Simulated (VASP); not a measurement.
Here is a VASP 6.6.1 calculation.

Contents of INCAR:

```
SYSTEM = TiSi
PREC     = Accurate       ! precision mode
ENCUT    = 600            ! plane-wave cutoff, eV
EDIFF    = 1E-6           ! SCF threshold, eV
ISMEAR   = -1             ! smearing method
SIGMA    = 0.1            ! smearing width, eV
LREAL    = .False.        ! projectors in reciprocal space
LASPH    = .True.         ! aspherical terms in the spheres
NELM     = 60             ! most SCF steps
ALGO     = Normal         ! electronic algorithm
ISIF     = 3              ! what is computed and relaxed
LWAVE    = .False.        ! write WAVECAR
LCHARG   = .False.        ! write CHGCAR
GGA      = PS             ! functional
IBRION   = 2              ! ionic algorithm
NSW      = 32             ! ionic steps
EDIFFG   = -0.005         ! ionic threshold
PSTRESS  = 400.0
```

Contents of KPOINTS:

```
regular mesh
0
Gamma
  12 12 12
  0 0 0
```

POSCAR

```
TiSi
1.0
    0.0000000000      2.5475411636      2.5475411636
    2.5475411636      0.0000000000      2.5475411636
    2.5475411636      2.5475411636      0.0000000000
Ti Si
1 1
Direct
    0.0000000000      0.0000000000      0.0000000000
    0.2500000000      0.2500000000      0.2500000000
```

Potentials or basis: VASP PAW PBE potentials, release 64 (Ti_sv, Si).

Launch:

```bash
$ cat potpaw_PBE.64/Ti_sv/POTCAR potpaw_PBE.64/Si/POTCAR > POTCAR
$ mpirun -np 1 vasp_std > vasp.out
```

Question: What does it give for the space group after relaxing (to 0.1 Å)?

Answer: F-43m (No. 216).

Question: Estimate the band gap on the k mesh.

Answer: Zero (bands 8 and 9 overlap by 0.68 eV).

Question: Predict the relaxed volume.

Answer: 16.55 Å³/atom.

The path:
```tsv
step	energy change (eV)	largest force (eV/Å)	pressure (GPa)	volume (Å³)
1	0.0000	0.0000	40.14	33.07
2	-0.0169	0.0000	39.82	33.13
3	-0.0074	0.0000	40.00	33.10
```

Caveat: the cell is relaxed towards a set pressure, so the run minimises the enthalpy, not the energy; the PAW data sets were made with another functional, which shifts forces and pressure a little.
